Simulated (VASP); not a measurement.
# SiC (P6_3mc) in VASP: notebook, part 2 of 2

VASP 6.6.1.

## 5. Single point, PBE (uniaxial z strain +1.0%)

Contents of INCAR:

```
SYSTEM = SiC
PREC = Accurate
ENCUT = 520
EDIFF = 1E-6
ISMEAR = 0
SIGMA = 0.01
LREAL = .FALSE.
LASPH = .TRUE.
NELM = 100
ALGO = Normal
ISIF = 2
LWAVE = .FALSE.
LCHARG = .FALSE.
GGA = PE
NBANDS = 16
```

Contents of KPOINTS:

```
regular mesh
0
G
  6 6 4
  0 0 0
```

Contents of POSCAR:

```
SiC
1.0
    3.0753562392      0.0000000000      0.0000000000
   -1.5376781196      2.6633366288      0.0000000000
    0.0000000000      0.0000000000      5.0985891719
Si C
2 2
Direct
    0.3333333333      0.6666666667      0.0000204990
    0.6666666667      0.3333333333      0.5000204990
    0.3333333333      0.6666666667      0.3749795010
    0.6666666667      0.3333333333      0.8749795010
```

Potentials or basis: VASP PAW PBE potentials, release 64 (Si, C).

Run with:

```sh
$ cat potpaw_PBE.64/Si/POTCAR potpaw_PBE.64/C/POTCAR > POTCAR
$ mpirun -np 1 vasp_std > vasp.out
```

OUTCAR:

```text
SYSTEM = SiC
   PREC = Accurate
   ENCUT = 520
   EDIFF = 1E-6
   ISMEAR = 0
   LREAL = .FALSE.
   LASPH = .TRUE.
   NELM = 100
   ISIF = 2
   GGA = PE

 ion  position               nearest neighbor table
   1  0.333  0.667  0.000-   4 1.89   4 1.89   4 1.89   3 1.91   2 3.11   2 3.11   2 3.11   2 3.11
                             2 3.11   2 3.11
   2  0.667  0.333  0.500-   3 1.89   3 1.89   3 1.89   4 1.91   1 3.11   1 3.11   1 3.11   1 3.11
                             1 3.11   1 3.11
   3  0.333  0.667  0.375-   2 1.89   2 1.89   2 1.89   1 1.91
   4  0.667  0.333  0.875-   1 1.89   1 1.89   1 1.89   2 1.91

  LATTYP: Found a hexagonal cell.
 ALAT       =     3.0753562392
 C/A-ratio  =     1.6578857132

  Lattice vectors:

 A1 = (   3.0753562392,   0.0000000000,   0.0000000000)
 A2 = (  -1.5376781196,   2.6633366288,   0.0000000000)
 A3 = (   0.0000000000,   0.0000000000,   5.0985891719)

Analysis of symmetry for initial positions (statically):
=====================================================================
 Subroutine PRICEL returns:
 Original cell was already a primitive cell.

 Routine SETGRP: Setting up the symmetry group for a
 hexagonal supercell.

 Subroutine GETGRP returns: Found 12 space group operations
 (whereof  6 operations were pure point group operations)
 out of a pool of 24 trial point group operations.

The static configuration has the point symmetry C_3v.
 The point group associated with its full space group is C_6v.

Analysis of symmetry for dynamics (positions and initial velocities):
=====================================================================
 Subroutine PRICEL returns:
 Original cell was already a primitive cell.

 Routine SETGRP: Setting up the symmetry group for a
 hexagonal supercell.

 Subroutine GETGRP returns: Found 12 space group operations
 (whereof  6 operations were pure point group operations)
 out of a pool of 24 trial point group operations.

[... 121 lines left out ...]
     AMIX_MAG =   1.60;   BMIX_MAG =  1.00
  volume/ion in A,a.u.               =      10.44        70.45
  Fermi-wavevector in a.u.,A,eV,Ry     =   1.189025  2.246931 19.235651  1.413780
  Thomas-Fermi vector in A             =   2.325142
   LORBIT       =      0    0 simple, 1 ext, 2 COOP (PROOUT), +10 PAW based schemes
   GGA     = PE    functional components
   LHFCALC =     F    Hartree Fock is set to
   AEXX    =    0.0000 exact exchange contribution
   IVDW    =     0    specifies the selected vdW correction
   LEPSILON=     F    determine dielectric tensor
   LRPA    =     F    only Hartree local field effects (RPA)
 non-spin polarized calculation
 Gauss-broadening in eV      SIGMA  =   0.01
  energy-cutoff  :      520.00
  volume of cell :       41.76
 maximum number of plane-waves:      1132
 NGX is ok and might be reduce to    24
   NGX = 11   NGY = 11   NGZ = 19

 number of electron      15.9999999 magnetization

 Free energy of the ion-electron system (eV)
  ---------------------------------------------------
  ext. energy  EPLUGINS =         0.00000000
  ---------------------------------------------------
  free energy    TOTEN  =       -30.09403802 eV

  energy without entropy =      -30.09403802  energy(sigma->0) =      -30.09403802

 E-fermi :   8.2257     XC(G=0): -11.3088

 val. band max:        8.1794544912   @ k =   0.0000   0.0000   0.0000
 cond. band min:      10.3982727438   @ k =   0.3333   0.3333   0.0000
 fundamental gap:      2.2188182526
 Fermi energy:         8.2256733979

 k-point     1 :       0.0000    0.0000    0.0000
  band No.  band energies     occupation
      1      -7.3393      2.00000
      2      -3.8834      2.00000
      3      -0.5189      2.00000
      4       6.9129      2.00000
      5       6.9129      2.00000
      6       7.9792      2.00000
[... 376 lines left out ...]
      3       0.4606      2.00000
      4       0.4606      2.00000
      5       2.5586      2.00000
      6       2.5586      2.00000
[... 8 lines left out ...]
     15      19.8095      0.00000
     16      19.8095      0.00000

------------------------ aborting loop because EDIFF is reached ----------------------------------------

  FORCE on cell =-STRESS in cart. coord.  units (eV):
  Direction    XX          YY          ZZ          XY          YZ          ZX
  --------------------------------------------------------------------------------------
  -------------------------------------------------------------------------------------
  Total        0.7937644      0.7937644     -0.5792584     -0.0000000      0.0000000      0.0000000
  in kB       30.4530417     30.4530417    -22.2234459     -0.0000000      0.0000000      0.0000000
  external PRESSURE =      12.8942125 kB  Pullay stress =       0.0000000 kB

 VOLUME and BASIS-vectors are now :
 -----------------------------------------------------------------------------
  energy-cutoff  :      520.00
  volume of cell :       41.76
      direct lattice vectors                 reciprocal lattice vectors
     3.075356239  0.000000000  0.000000000     0.325165582  0.187734436  0.000000000
    -1.537678120  2.663336629  0.000000000     0.000000000  0.375468872  0.000000000
     0.000000000  0.000000000  5.098589172     0.000000000  0.000000000  0.196132688

 POSITION                                       TOTAL-FORCE (eV/Angst)
 -----------------------------------------------------------------------------------
     -0.00000      1.77556      0.00010         0.000000      0.000000      0.006322
      1.53768      0.88778      2.54940        -0.000000      0.000000      0.006322
     -0.00000      1.77556      1.91187         0.000000      0.000000     -0.006322
      1.53768      0.88778      4.46116        -0.000000      0.000000     -0.006322
 -----------------------------------------------------------------------------------
    total drift:                               -0.000000      0.000000     -0.000011

  FREE ENERGIE OF THE ION-ELECTRON SYSTEM (eV)
  ---------------------------------------------------
  free  energy   TOTEN  =       -30.0940380192 eV

  energy  without entropy=      -30.0940380192  energy(sigma->0) =      -30.09403802
```

OSZICAR:

```text
N       E                     dE             d eps       ncg     rms          rms(c)
DAV:   1     0.256217716152E+02    0.25622E+02   -0.71674E+03   672   0.904E+02
DAV:   2    -0.312048414194E+02   -0.56827E+02   -0.51900E+02  1000   0.156E+02
DAV:   3    -0.337544247132E+02   -0.25496E+01   -0.25365E+01   904   0.296E+01
DAV:   4    -0.337738264046E+02   -0.19402E-01   -0.19394E-01   792   0.323E+00
DAV:   5    -0.337740191613E+02   -0.19276E-03   -0.19275E-03   888   0.299E-01    0.123E+01
DAV:   6    -0.301779260099E+02    0.35961E+01   -0.64713E+00   840   0.156E+01    0.555E+00
DAV:   7    -0.301118125388E+02    0.66113E-01   -0.10843E+00   936   0.609E+00    0.247E+00
DAV:   8    -0.300952280498E+02    0.16584E-01   -0.45560E-02   752   0.137E+00    0.625E-01
DAV:   9    -0.300936952863E+02    0.15328E-02   -0.74520E-03   864   0.586E-01    0.124E-01
DAV:  10    -0.300940107342E+02   -0.31545E-03   -0.10227E-03   792   0.185E-01    0.574E-02
DAV:  11    -0.300940371046E+02   -0.26370E-04   -0.94218E-05   816   0.689E-02    0.137E-02
DAV:  12    -0.300940380192E+02   -0.91457E-06   -0.66041E-06   856   0.164E-02
   1 F= -.30094038E+02 E0= -.30094038E+02  d E =-.413660E-13
```

Run time: 5 s. Hardware: 1 thread of Intel Xeon 6975P-C (Granite Rapids), shared host; peak memory 0.15 GiB.

What came out:

| Item | Value |
| --- | --- |
| Free energy | -30.0940 eV |
| Pressure | 1.3 GPa |
| Largest force | 0.006 eV/Å |
| Band gap on the k mesh | 2.22 eV, indirect (least direct gap 4.03 eV) |

Forces on the atoms (eV/Å):
```
Si   0.000  0.000  0.006
Si   0.000  0.000  0.006
C    0.000  0.000 -0.006
C    0.000  0.000 -0.006
```

Stress tensor (GPa, compression positive):
```
 3.05  0.00  0.00
 0.00  3.05  0.00
 0.00  0.00 -2.22
```

Caveat: the cell differs from its parent crystal (uniaxial z strain +1.0%).

## 6. Single point, PBE (uniaxial z strain +2.0%)

Contents of INCAR:

```
PREC = Accurate ; ENCUT = 520
EDIFF = 1E-6 ; ISMEAR = 0
SIGMA = 0.01 ; LREAL = F
LASPH = T ; NELM = 100
ALGO = Normal ; ISIF = 2
LWAVE = F ; LCHARG = T
GGA = PE ; LELF = T
LVHAR = T ; NBANDS = 16
```

Contents of KPOINTS:

```
regular mesh
0
Gamma
  6 6 4
```

Contents of POSCAR:

```
SiC
1.0
    3.0753562392      0.0000000000      0.0000000000
   -1.5376781196      2.6633366288      0.0000000000
    0.0000000000      0.0000000000      5.1490702528
Si C
2 2
Direct
    0.3333333333      0.6666666667      0.0003593547
    0.6666666667      0.3333333333      0.5003593547
    0.3333333333      0.6666666667      0.3746406453
    0.6666666667      0.3333333333      0.8746406453
```

Potentials or basis: VASP PAW PBE potentials, release 64 (Si, C).

Run with:

```sh
$ cat potpaw_PBE.64/Si/POTCAR potpaw_PBE.64/C/POTCAR > POTCAR
$ mpirun -np 1 vasp_std > vasp.out
```

OUTCAR:

```text
PREC = Accurate
   ENCUT = 520
   EDIFF = 1E-6
   ISMEAR = 0
   LREAL = F
   LASPH = T
   NELM = 100
   ISIF = 2
   GGA = PE

 ion  position               nearest neighbor table
   1  0.333  0.667  0.000-   4 1.89   4 1.89   4 1.89   3 1.93   2 3.13   2 3.13   2 3.13   2 3.13
                             2 3.13   2 3.13
   2  0.667  0.333  0.500-   3 1.89   3 1.89   3 1.89   4 1.93   1 3.13   1 3.13   1 3.13   1 3.13
                             1 3.13   1 3.13
   3  0.333  0.667  0.375-   2 1.89   2 1.89   2 1.89   1 1.93
   4  0.667  0.333  0.875-   1 1.89   1 1.89   1 1.89   2 1.93

  LATTYP: Found a hexagonal cell.
 ALAT       =     3.0753562392
 C/A-ratio  =     1.6743004232

  Lattice vectors:

 A1 = (   3.0753562392,   0.0000000000,   0.0000000000)
 A2 = (  -1.5376781196,   2.6633366288,   0.0000000000)
 A3 = (   0.0000000000,   0.0000000000,   5.1490702528)

Analysis of symmetry for initial positions (statically):
=====================================================================
 Subroutine PRICEL returns:
 Original cell was already a primitive cell.
[... 174 lines left out ...]

 val. band max:        8.0908311194   @ k =   0.0000   0.0000   0.0000
 cond. band min:      10.2645628658   @ k =   0.3333   0.3333   0.0000
 fundamental gap:      2.1737317464
 Fermi energy:         8.1778581259

 k-point     1 :       0.0000    0.0000    0.0000
  band No.  band energies     occupation
      1      -7.3721      2.00000
      2      -4.0253      2.00000
      3      -0.5978      2.00000
      4       6.8731      2.00000
      5       6.8731      2.00000
      6       7.8099      2.00000
[... 376 lines left out ...]
      3       0.4037      2.00000
      4       0.4037      2.00000
      5       2.4910      2.00000
      6       2.4910      2.00000
[... 8 lines left out ...]
     15      19.7029      0.00000
     16      19.7029      0.00000

------------------------ aborting loop because EDIFF is reached ----------------------------------------

  FORCE on cell =-STRESS in cart. coord.  units (eV):
  Direction    XX          YY          ZZ          XY          YZ          ZX
  --------------------------------------------------------------------------------------
  -------------------------------------------------------------------------------------
  Total        0.6817175      0.6817175     -1.9544389      0.0000000      0.0000000     -0.0000000
  in kB       25.8979102     25.8979102    -74.2475914      0.0000000      0.0000000     -0.0000000
  external PRESSURE =      -7.4839236 kB  Pullay stress =       0.0000000 kB

 VOLUME and BASIS-vectors are now :
 -----------------------------------------------------------------------------
  energy-cutoff  :      520.00
  volume of cell :       42.17
      direct lattice vectors                 reciprocal lattice vectors
     3.075356239  0.000000000  0.000000000     0.325165582  0.187734436  0.000000000
    -1.537678120  2.663336629  0.000000000     0.000000000  0.375468872  0.000000000
     0.000000000  0.000000000  5.149070253     0.000000000  0.000000000  0.194209819

 POSITION                                       TOTAL-FORCE (eV/Angst)
 -----------------------------------------------------------------------------------
     -0.00000      1.77556      0.00185         0.000000     -0.000000      0.016114
      1.53768      0.88778      2.57639         0.000000     -0.000000      0.016114
     -0.00000      1.77556      1.92905         0.000000     -0.000000     -0.016114
      1.53768      0.88778      4.50359        -0.000000      0.000000     -0.016114
 -----------------------------------------------------------------------------------
    total drift:                               -0.000000      0.000000     -0.000254

  FREE ENERGIE OF THE ION-ELECTRON SYSTEM (eV)
  ---------------------------------------------------
  free  energy   TOTEN  =       -30.0817392361 eV

  energy  without entropy=      -30.0817392361  energy(sigma->0) =      -30.08173924
```

stdout:

```text
POSCAR found type information on POSCAR SiC
 POSCAR found :  2 types and       4 ions
 scaLAPACK will be used
 LDA part: xc-table for (Slater+PW92), standard interpolation
 POSCAR, INCAR and KPOINTS ok, starting setup
 FFT: planning ... GRIDC
 FFT: planning ... GRID_SOFT
 FFT: planning ... GRID
 WAVECAR not read
 entering main loop
```

Run time: 5.9 s. Hardware: 1 thread of Intel Xeon 6975P-C (Granite Rapids), shared host; peak memory 0.15 GiB.

Results:

```yaml
Free_energy: -30.0817 eV
Pressure: -0.7 GPa
Largest_force: 0.016 eV/Å
Band_gap_on_the_k_mesh: 2.17 eV, indirect (least direct gap 4.09 eV)
```

Forces on the atoms (eV/Å):
```
Si   0.000  0.000  0.016
Si   0.000  0.000  0.016
C    0.000  0.000 -0.016
C    0.000  0.000 -0.016
```

Caveat: the cell differs from its parent crystal (uniaxial z strain +2.0%).

## 7. Overview

| cell | gap on the mesh (eV) | pressure (GPa) | largest force (eV/Å) |
| --- | --- | --- | --- |
| a = 3.075, b = 3.075, c = 4.947 Å, angles 90.0, 90.0, 120.0°, 4 atoms | 2.31 | 8.2 | 0.03 |
| a = 3.075, b = 3.075, c = 4.998 Å, angles 90.0, 90.0, 120.0°, 4 atoms | 2.33 | 5.8 | 0.02 |
| a = 3.075, b = 3.075, c = 5.048 Å, angles 90.0, 90.0, 120.0°, 4 atoms | 2.27 | 3.5 | - |
| a = 3.075, b = 3.075, c = 5.099 Å, angles 90.0, 90.0, 120.0°, 4 atoms | 2.22 | 1.3 | 0.01 |
| a = 3.075, b = 3.075, c = 5.149 Å, angles 90.0, 90.0, 120.0°, 4 atoms | 2.17 | -0.7 | 0.02 |

Alike in all rows: task single point; level PBE; potentials or basis VASP PAW PBE potentials, release 64 (Si, C); no spin polarisation; k mesh 6 × 6 × 4; cutoff (eV) 520; smearing gaussian 0.01 eV.

Absolute energies hang on the potentials; compare differences alone.
